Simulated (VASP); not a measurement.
A run of VASP 6.6.1 is set up as follows.

The input INCAR:

```
ALGO = Normal
EDIFF = 1E-6
ENCUT = 500
GGA = PE
GGA_COMPAT = F
ISIF = 2
ISMEAR = 1
LASPH = T
LCHARG = F
LREAL = F
LWAVE = F
NBANDS = 32
NELM = 120
PREC = Accurate
SIGMA = 0.01
```

The input KPOINTS:

```
k-points
0
Gamma
  2 2 2
```

File POSCAR:

```
Bi2Te3
1.0
    2.1930000000      1.2661291403     10.1656666667
   -2.1930000000      1.2661291403     10.1656666667
    0.0000000000     -2.5322582807     10.1656666667
Bi Te
2 3
Direct
    0.3999996667      0.3999996667      0.3999996667
    0.6000003333      0.6000003333      0.6000003333
    0.0000000000      0.0000000000      0.0000000000
    0.2095003333      0.2095003333      0.2095003333
    0.7904996667      0.7904996667      0.7904996667
```

Potentials or basis: VASP PAW PBE potentials, release 64 (Bi_d, Te).

The run is started by

```bash
$ cat potpaw_PBE.64/Bi_d/POTCAR potpaw_PBE.64/Te/POTCAR > POTCAR
$ mpirun -np 1 vasp_std > vasp.out
```

(1) Estimate the pressure.

(2) Predict the largest force.

(3) Estimate the band gap on the k mesh.

## Answers

(1) 4.3 GPa.

(2) 0.694 eV/Å.

(3) 0.26 eV.

Caveat: the k points lie up to 0.83 Å⁻¹ apart; spin-orbit coupling is left out, which moves the levels of the heavy elements.
